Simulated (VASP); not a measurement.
A run of VASP 6.6.1 is set up as follows.

Contents of INCAR:

```
PREC = Accurate ; ENCUT = 520
EDIFF = 1E-7 ; ISMEAR = 0
SIGMA = 0.02 ; LREAL = Auto
LASPH = T ; NELM = 150
ALGO = Normal ; ISIF = 2
LWAVE = F ; LCHARG = F
ISPIN = 2 ; MAGMOM = 0.2 0 0 0 0.2 0.2 0.2 0 0.2 0 0 0 0 0 0 0
LORBIT = 11 ; GGA = PE
NBANDS = 94 ; NELECT = 153.0
```

KPOINTS

```
Automatic mesh
0
Gamma
  3 3 3
```

File POSCAR:

```
In9P7
1.0
    0.0000000000      5.9597880294     -5.9597880294
    5.9597880294      5.9597880294      0.0000000000
    5.9597880294      0.0000000000     -5.9597880294
In P
9 7
Direct
    0.5033520874      0.5033520874     -0.0100562623
    0.4985506640      0.0004831120      0.0004831120
    1.0004831120      0.4985506640      0.0004831120
    1.0004831120      0.0004831120      0.0004831120
    0.5033520874      0.5033520874      0.5033520874
    0.5033520874     -0.0100562623      0.5033520874
    0.9899437377      0.5033520874      0.5033520874
    1.0004831120      0.0004831120      0.4985506640
    0.3750000000      0.3750000000      0.3750000000
    0.3755791673      0.8744208327      0.3755791673
    0.8744208327      0.3755791673      0.3755791673
    0.8744208327      0.8744208327      0.3755791673
    0.3755791673      0.3755791673      0.8744208327
    0.3755791673      0.8744208327      0.8744208327
    0.8744208327      0.3755791673      0.8744208327
    0.8750000000      0.8750000000      0.8750000000
```

Potentials or basis: VASP PAW PBE potentials, release 64 (In_d, P).

Run with:

```sh
$ cat potpaw_PBE.64/In_d/POTCAR potpaw_PBE.64/P/POTCAR > POTCAR
$ mpirun -np 1 vasp_std > vasp.out
```

Q: Predict the largest force.

A: 0.007 eV/Å.

Q: Estimate the site moments.

A: In +0.02, -0.00, +0.06 (each value once); P +0.01, -0.00 (each value once) μB.

Forces in eV/Å, atoms in the order of the input:
```
In   0.002 -0.002 -0.002
In  -0.001  0.001 -0.001
In   0.001  0.001  0.001
In  -0.001 -0.001  0.001
In  -0.002 -0.002  0.002
In   0.002  0.002  0.002
In  -0.002  0.002 -0.002
In   0.001 -0.001 -0.001
In   0.000  0.000  0.000
P    0.000  0.000 -0.007
P    0.007  0.000  0.000
P    0.000 -0.007  0.000
P    0.000  0.007  0.000
P   -0.007  0.000  0.000
P    0.000  0.000  0.007
P    0.000  0.000  0.000
```

Caveat: the cell carries a net charge on a neutralising background, which shifts energy and pressure.
